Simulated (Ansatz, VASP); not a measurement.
One calculation of WC, two programs

INCAR

```
SYSTEM = WC
PREC = Accurate
ENCUT = 600
EDIFF = 1E-6
ISMEAR = -1
SIGMA = 0.05
LREAL = .FALSE.
LASPH = .TRUE.
NELM = 100
ALGO = Normal
ISIF = 3
LWAVE = .FALSE.
LCHARG = .FALSE.
GGA = B5
ALDAX = 1.0
AGGAX = 1.0
AGGAC = 1.0
ALDAC = 0.0
IVDW = 13
VDW_S6 = 1.0
VDW_S8 = 2.34076671
VDW_A1 = 0.44488865
VDW_A2 = 4.0933009
IBRION = 2
NSW = 60
EDIFFG = -0.01
```

File KPOINTS:

```
Automatic mesh
0
G
  10 10 9
  0 0 0
```

The input POSCAR:

```
WC
1.0
    2.9065000000      0.0000000000      0.0000000000
   -1.4532500000      2.5171028361      0.0000000000
    0.0000000000      0.0000000000      2.8366000000
W C
1 1
Direct
    0.0000000000      0.0000000000      0.0000000000
    0.6666666667      0.3333333333      0.5000000000
```

File input.yaml:

```yaml
crystal:
  lattice:
    - [2.9065, 0.0, 0.0]
    - [-1.45325, 2.5171028361, 0.0]
    - [0.0, 0.0, 2.8366]
  atoms:
    - { symbol: W, position: [0.0, 0.0, 0.0] }
    - { symbol: C, position: [0.6666666667, 0.3333333333, 0.5] }
hamiltonian:
  xc: blyp
  pseudopotentials: { kind: paw }
  dispersion: d4
kpoints:
  mp_grid: { grid: [10, 10, 9] }
scf:
  occupations: { method: fermi_dirac, width: 0.05 }
output:
  forces: true
  stress: true
relax:
  f_tol: 0.01
  max_steps: 40
  cell: { stress_tol: 0.05 }
```

Alike in both runs: task relaxation of cell and atoms; functional BLYP; dispersion D4; k mesh 10 × 10 × 9; occupations fermi-dirac, width 0.05 eV; no spin polarisation.

|  | VASP | Ansatz |
| --- | --- | --- |
| version | VASP 6.6.1 | Ansatz 0.2.0 |
| potentials or method | VASP PAW PBE potentials, release 64 (W_sv, C) | Ansatz PAW |
| plane-wave cutoff (eV) | 600 | 420 |
| valence electrons in the cell | 18 | 18 |

|  | VASP | Ansatz | Ansatz less VASP |
| --- | --- | --- | --- |
| relaxed volume (Å³/atom) | 10.56 | 10.49 | -0.067 |
| relaxed cell length with the largest relative difference (Å) | 2.849 | 2.843 | -0.0063 |

VASP's potentials were made for PBE, not for BLYP.

Spin-orbit coupling is off throughout. Noted on Ansatz's run: the plane-wave basis is chosen anew once the cell has moved, so the energies of steps on either side of that aren't comparable.
